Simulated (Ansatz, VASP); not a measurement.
**One calculation of Hf, two programs**

File INCAR:

```
PREC = Accurate ; ENCUT = 520
EDIFF = 1E-7 ; ISMEAR = -1
SIGMA = 0.1 ; LREAL = F
LASPH = T ; NELM = 100
ALGO = Normal ; ISIF = 2
LWAVE = F ; LCHARG = T
GGA = RP ; LELF = T
LVHAR = T ; NBANDS = 11
```

Contents of KPOINTS:

```
regular mesh
0
Gamma
  13 13 13
```

The input POSCAR:

```
Hf
1.0
    0.0000000000      2.3240843048      2.3240843048
    2.3240843048      0.0000000000      2.3240843048
    2.3240843048      2.3240843048      0.0000000000
Hf
1
Direct
    0.0000000000      0.0000000000      0.0000000000
```

Input for Ansatz:

```yaml
crystal:
  lattice:
    - [0.0, 2.3240843048, 2.3240843048]
    - [2.3240843048, 0.0, 2.3240843048]
    - [2.3240843048, 2.3240843048, 0.0]
  atoms:
    - { symbol: Hf, position: [0.0, 0.0, 0.0] }
hamiltonian:
  xc: rpbe
  pseudopotentials:
    kind: paw
    azcp:
      Hf: "pseudopotentials/Hf.paw.azcp"
basis:
  ecutwfc: 420
  fft_grid_basis: typed
kpoints:
  mp_grid: { grid: [13, 13, 13], shift: [0, 0, 0] }
magnetization:
  spin_polarized: false
scf:
  occupations: { method: fermi_dirac, width: 0.1 }
  lower_state_search: "off"
output:
  stress: true
```

Alike in both runs: task single point; functional RPBE; k mesh 13 × 13 × 13; occupations fermi-dirac, width 0.1 eV; no spin polarisation.

```csv
,VASP,Ansatz
version,VASP 6.6.1,Ansatz 0.2.0
potentials or method,"VASP PAW PBE potentials, release 64 (Hf_pv), cutoff 520 eV","plane waves (420 eV) with PAW, scalar-relativistic"
valence electrons in the cell,10,26
```

VASP gave:

- pressure (GPa): -7.0

Problem. Which values does Ansatz return?

Solution. Pressure (GPa): -6.6.

VASP's potentials were made for PBE, not for RPBE. VASP's potentials hold 10 valence electrons a cell and Ansatz's 26, so a difference there can come from the potentials and not from the codes.

Neither program's run includes spin-orbit coupling.
